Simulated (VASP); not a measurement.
Write the native input for VASP 6.6.1 that does the following.

* Task: single point
* Functional: PBE
* Potentials or basis: VASP PAW PBE potentials, release 64 (Ba_sv, H, Pb_d)
* Cutoff: 520 eV
* k mesh: 4 × 4 × 4
* Occupations: gaussian, width 0.1 eV
* Spin: no spin polarisation
* Dipole correction: no
* Further INCAR settings: ALGO = Normal; EDIFF = 1e-06; NBANDS = 20

The structure of BaHPb lies in POSCAR:

```
BaHPb
1.0
    4.0912751200      0.0000000000      0.0000000000
    0.0000000000      4.0912751200      0.0000000000
    0.0000000000      0.0000000000      4.1671365500
Ba H Pb
1 1 1
Direct
    0.0000000000      0.0000000000      0.0000000000
    0.5000000000      0.5000000000      0.5000000000
    0.5000000000      0.5000000000      0.0000000000
```

The cell was generated, and may not be a known phase.

One way to write it, as run:

INCAR

```
SYSTEM = BaHPb
  PREC = Accurate
  ENCUT = 520
  EDIFF = 1E-6
  ISMEAR = 0
  SIGMA = 0.1
  LREAL = .False.
  LASPH = .True.
  NELM = 80
  ALGO = Normal
  ISIF = 2
  LWAVE = .False.
  LCHARG = .True.
  GGA = PE
  LELF = .True.
  LVHAR = .True.
  NBANDS = 20
```

KPOINTS

```
Automatic mesh
0
Gamma
  4 4 4
  0 0 0
```

Potentials or basis: VASP PAW PBE potentials, release 64 (Ba_sv, H, Pb_d).

Command:

```console
$ cat potpaw_PBE.64/Ba_sv/POTCAR potpaw_PBE.64/H/POTCAR potpaw_PBE.64/Pb_d/POTCAR > POTCAR
$ mpirun -np 1 vasp_std > vasp.out
```

Results of the run:

```
Pressure               : 28.4 GPa
Band gap on the k mesh : zero (an odd number of electrons rules out a gap without spin polarisation)
```

Caveat: the k points lie up to 0.38 Å⁻¹ apart, too coarse for converged energies and pressures of a metal; spin-orbit coupling is left out, which moves the levels of the heavy elements.

Wall time 37 s on 1 thread of Intel Xeon 8259CL, with other jobs on the host, peak memory 0.19 GiB.
